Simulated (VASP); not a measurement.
Wanted: the native input for a VASP 6.6.1 run.

* Task: single point
* Functional: r2SCAN
* Potentials or basis: VASP PAW PBE potentials, release 64 (Al, Cu)
* Cutoff: 520 eV
* k mesh: 9 × 9 × 9
* Occupations: fermi-dirac, width 0.1 eV
* Spin: no spin polarisation
* Dipole correction: no
* Further INCAR settings: ALGO = Normal; EDIFF = 1e-06; NBANDS = 26

The system is Al2Cu.

```
Al Cu
1.0
    -3.04745    3.04745    2.41986
     3.04745   -3.04745    2.41986
     3.04745    3.04745   -2.41986
Al Cu
4 2
Direct
  0.65923 0.15923 0.81846
  0.15923 0.34077 0.50000
  0.34077 0.84077 0.18154
  0.84077 0.65923 0.50000
  0.25000 0.25000 0.00000
  0.75000 0.75000 0.00000
```

One way to write it, as run:

POSCAR

```
Al2Cu
1.0
   -3.0474548700      3.0474548700      2.4198555000
    3.0474548700     -3.0474548700      2.4198555000
    3.0474548700      3.0474548700     -2.4198555000
Al Cu
4 2
Direct
    0.6592296057      0.1592296057      0.8184592113
    0.1592296057      0.3407703943      0.5000000000
    0.3407703943      0.8407703943      0.1815407887
    0.8407703943      0.6592296057      0.5000000000
    0.2500000000      0.2500000000      0.0000000000
    0.7500000000      0.7500000000      0.0000000000
```

INCAR.step1

```
PREC = Accurate
ENCUT = 520
ISMEAR = -1
SIGMA = 0.1
LREAL = F
LASPH = T
NELM = 100
NBANDS = 26
GGA = PE
ALGO = Normal
EDIFF = 1E-4
LWAVE = T
LCHARG = F
```

INCAR.step2

```
PREC = Accurate
ENCUT = 520
EDIFF = 1E-6
ISMEAR = -1
SIGMA = 0.1
LREAL = F
LASPH = T
NELM = 100
ALGO = Normal
ISIF = 2
LWAVE = F
LCHARG = F
METAGGA = R2SCAN
LMIXTAU = T
NBANDS = 26
ISTART = 1
```

KPOINTS

```
Automatic mesh
0
Gamma
  9 9 9
```

Potentials or basis: VASP PAW PBE potentials, release 64 (Al, Cu).

Launch:

```sh
$ cat potpaw_PBE.64/Al/POTCAR potpaw_PBE.64/Cu/POTCAR > POTCAR
$ cp INCAR.step1 INCAR
$ mpirun -np 1 vasp_std > vasp.out
$ cp INCAR.step2 INCAR
$ mpirun -np 1 vasp_std > vasp.out
```

Results of the run:

* Pressure: -4.2 GPa
* Band gap on the k mesh: zero (bands 17 and 18 overlap by 4.26 eV)

Caveat: the cell stands under tension; the PAW data sets were made with another functional, which shifts forces and pressure a little.

Run time: 9 min on 1 thread of Intel(R) Xeon(R) Platinum 8559C (Emerald Rapids) (shared host), peak memory 0.35 GiB.
